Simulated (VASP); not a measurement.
Here is a VASP 6.6.1 calculation.

The input INCAR:

```
PREC = Accurate
ENCUT = 520
EDIFF = 1E-6
ISMEAR = 0
SIGMA = 0.15
LREAL = F
LASPH = T
NELM = 80
ALGO = Normal
ISIF = 2
LWAVE = F
LCHARG = F
GGA = PS
NBANDS = 16
```

The input KPOINTS:

```
Automatic mesh
0
Gamma
  12 12 12
```

Contents of POSCAR:

```
InSb
1.0
    0.0000000000      3.2391000000      3.1419270000
    3.2391000000      0.0000000000      3.1419270000
    3.2391000000      3.2391000000      0.0000000000
In Sb
1 1
Direct
    0.0000000000      0.0000000000      0.0000000000
    0.7500000000      0.7500000000      0.7500000000
```

Potentials or basis: VASP PAW PBE potentials, release 64 (In_d, Sb).

The run is started by

```sh
$ cat potpaw_PBE.64/In_d/POTCAR potpaw_PBE.64/Sb/POTCAR > POTCAR
$ mpirun -np 1 vasp_std > vasp.out
```

Estimate the band gap on the k mesh.

0.15 eV.

Estimate the pressure.

2.4 GPa.

Stress tensor (GPa, compression positive):
```
2.12 0.00 0.00
0.00 2.12 0.00
0.00 0.00 2.89
```

Caveat: the cell differs from its parent crystal (strain -0.0300 x Voigt [0, 0, 1, 0, 0, 0]); the smearing spreads over this small gap; semilocal functionals underestimate gaps, and a narrow one can read as zero; the PAW data sets were made with another functional, which shifts forces and pressure a little; spin-orbit coupling is left out, which moves the levels of the heavy elements. A k mesh can miss the band edges.
